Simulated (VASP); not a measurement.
Here is a VASP 6.6.1 calculation.

The input INCAR:

```
SYSTEM = MnSn3
  PREC = Accurate
  ENCUT = 520
  EDIFF = 1E-6
  ISMEAR = 0
  SIGMA = 0.1
  LREAL = .False.
  LASPH = .True.
  NELM = 150
  ALGO = Normal
  ISIF = 2
  LWAVE = .False.
  LCHARG = .False.
  ISPIN = 2
  MAGMOM = 0 0 0 3.64
  LORBIT = 11
  LMAXMIX = 4
  GGA = PS
  NBANDS = 40
```

Contents of KPOINTS:

```
regular mesh
0
Gamma
  6 6 6
  0 0 0
```

Contents of POSCAR:

```
MnSn3
1.0
    0.0000000000      3.5862764502      3.5862764502
    3.5862764502      0.0000000000      3.5862764502
    3.5862764502      3.5862764502      0.0000000000
Sn Mn
3 1
Direct
    0.2500000000      0.2500000000      0.2500000000
    0.7500000000      0.7500000000      0.7500000000
    0.5000000000      0.5000000000      0.5000000000
    0.0000000000      0.0000000000      0.0000000000
```

Potentials or basis: VASP PAW PBE potentials, release 64 (Sn_d, Mn_pv).

The run is started by

```bash
$ cat potpaw_PBE.64/Sn_d/POTCAR potpaw_PBE.64/Mn_pv/POTCAR > POTCAR
$ mpirun -np 1 vasp_std > vasp.out
```

(1) Predict the net moment.

(2) Predict the pressure.

(3) Predict the site moments.

Answers

(1) 3.73 μB per cell.

(2) 0.3 GPa.

(3) Sn -0.08, -0.01 (each value once); Mn +3.77 μB.

Caveat: the PAW data sets were made with another functional, which shifts forces and pressure a little.
